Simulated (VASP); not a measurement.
## SiOs2C2: single point with PBE

SiOs2C2:

```
Si Os C
1.0
     4.60182    0.00000    0.00000
    -2.30091    3.98530    0.00000
     0.00000    0.00000    3.89848
Si Os C
1 2 2
Cartesian
  0.0000 0.0000 1.6244
  0.0000 2.6569 1.5560
  2.3009 1.3284 1.5560
  0.0000 2.6569 3.5846
  2.3009 1.3284 3.5846
```

```
Program                : VASP 6.6.1
Task                   : single point
Functional             : PBE
Potentials or basis    : VASP PAW PBE potentials, release 64 (Si, Os, C)
Cutoff                 : 520 eV
k mesh                 : 6 × 6 × 4
Occupations            : gaussian, width 0.1 eV
Spin                   : collinear spin, ferromagnetic start
Starting moments       : [0.0, 1.0, 1.0, 0.0, 0.0] μB
Dipole correction      : no
Further INCAR settings : ALGO = Normal; EDIFF = 1e-06; NBANDS = 26
```

```yaml
Pressure: 0.9 GPa
Largest_force: 0.113 eV/Å
Band_gap_on_the_k_mesh: zero (filled and empty bands overlap)
Net_moment: 0.00 μB per cell
Valence_electrons_inside_the_program's_atomic_spheres: Si 1.49; Os 7.69; C 2.28
```

Forces in eV/Å, atoms in the order of the input:
```
Si   0.000  0.000  0.008
Os   0.000  0.000  0.109
Os   0.000  0.000  0.109
C    0.000  0.000 -0.113
C    0.000  0.000 -0.113
```

Stress tensor (GPa, compression positive):
```
0.25 0.00 0.00
0.00 0.25 0.00
0.00 0.00 2.28
```

Levels at points of the mesh, in eV from the Fermi level:
Spin up:
```
           k point  band 11  band 12  band 13  band 14  band 15  band 16  band 17  band 18
(0.00, 0.00, 0.00)    -1.40    -1.40    -1.13    -1.13    -0.81     0.16     1.15     1.15
(0.50, 0.00, 0.00)    -0.94    -0.86    -0.49    -0.34    -0.10     0.11     1.21     1.35
(0.00, 0.00, 0.50)    -3.20    -2.67    -2.67    -0.79     0.08     2.84     2.84     4.46
(0.50, 0.00, 0.50)    -2.99    -2.25    -1.05    -0.65     0.24     0.27     2.60     3.22
```
Spin down:
```tsv
k point	band 12	band 13	band 14	band 15	band 16	band 17
(0.00, 0.00, 0.00)	-1.40	-1.13	-1.13	-0.81	0.16	1.15
(0.50, 0.00, 0.00)	-0.86	-0.49	-0.34	-0.10	0.11	1.21
(0.00, 0.00, 0.50)	-2.67	-2.67	-0.78	0.08	2.84	2.84
(0.50, 0.00, 0.50)	-2.25	-1.05	-0.65	0.25	0.27	2.60
```

Wall time 66 s on 1 thread of Intel(R) Xeon(R) Platinum 8488C (Sapphire Rapids) (shared host), peak memory 0.25 GiB.

Caveat: the k points lie up to 0.40 Å⁻¹ apart; spin-orbit coupling is left out, which moves the levels of the heavy elements.
